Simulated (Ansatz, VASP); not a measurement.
# PbS: VASP beside Ansatz

The input POSCAR:

```
PbS
1.0
    0.0000000000      2.9853913009      2.9853913009
    2.9853913009      0.0000000000      2.9853913009
    2.9853913009      2.9853913009      0.0000000000
Pb S
1 1
Direct
    0.0000000000      0.0000000000      0.0000000000
    0.5000000000      0.5000000000      0.5000000000
```

INCAR.step1

```
SYSTEM = PbS
PREC = Accurate
ENCUT = 520
ISMEAR = -1
SIGMA = 0.05
LREAL = .False.
LASPH = .True.
NELM = 100
NBANDS = 17
GGA = PE
ALGO = Normal
EDIFF = 1E-4
LWAVE = .True.
LCHARG = .False.
```

Contents of INCAR.step2:

```
SYSTEM = PbS
PREC = Accurate
ENCUT = 520
EDIFF = 1E-6
ISMEAR = -1
SIGMA = 0.05
LREAL = .False.
LASPH = .True.
NELM = 100
ALGO = Normal
ISIF = 2
LWAVE = .False.
LCHARG = .False.
METAGGA = R2SCAN
LMIXTAU = .True.
LUSE_VDW = .True.
IVDW_NL = 2
BPARAM = 11.95
CPARAM = 0.0093
NBANDS = 17
ISTART = 1
```

The input KPOINTS:

```
Automatic mesh
0
Gamma
  8 8 8
  0 0 0
```

The input input.yaml:

```yaml
crystal:
  lattice:
    - [0.0, 2.9853913009, 2.9853913009]
    - [2.9853913009, 0.0, 2.9853913009]
    - [2.9853913009, 2.9853913009, 0.0]
  atoms:
    - { symbol: Pb, position: [0.0, 0.0, 0.0] }
    - { symbol: S, position: [0.5, 0.5, 0.5] }
hamiltonian:
  xc: r2scan
  pseudopotentials: { kind: paw }
  dispersion: rvv10
kpoints:
  mp_grid: { grid: [8, 8, 8] }
scf:
  occupations: { method: fermi_dirac, width: 0.05 }
output:
  forces: true
  stress: true
  eigenvalues: true
```

Alike in both runs: task single point; functional r2SCAN; dispersion rVV10; k mesh 8 × 8 × 8; occupations fermi-dirac, width 0.05 eV; no spin polarisation.

```csv
,VASP,Ansatz
version,VASP 6.6.1,Ansatz 0.2.0
potentials or method,"VASP PAW PBE potentials, release 64 (Pb_d, S)",Ansatz PAW
plane-wave cutoff (eV),520,500
valence electrons in the cell,20,20
```

Ansatz gave:

```
gap on the k mesh at the Fermi level (eV) : 0.64
least direct gap on the mesh (eV)         : 0.64
pressure (GPa)                            : -0.9
```

Question: Which values does VASP return?

Answer: gap on the k mesh at the Fermi level (eV): 0.65; least direct gap on the mesh (eV): 0.65; pressure (GPa): -0.8.

VASP's potentials were made for PBE, not for r2SCAN.

Neither program's run includes spin-orbit coupling.
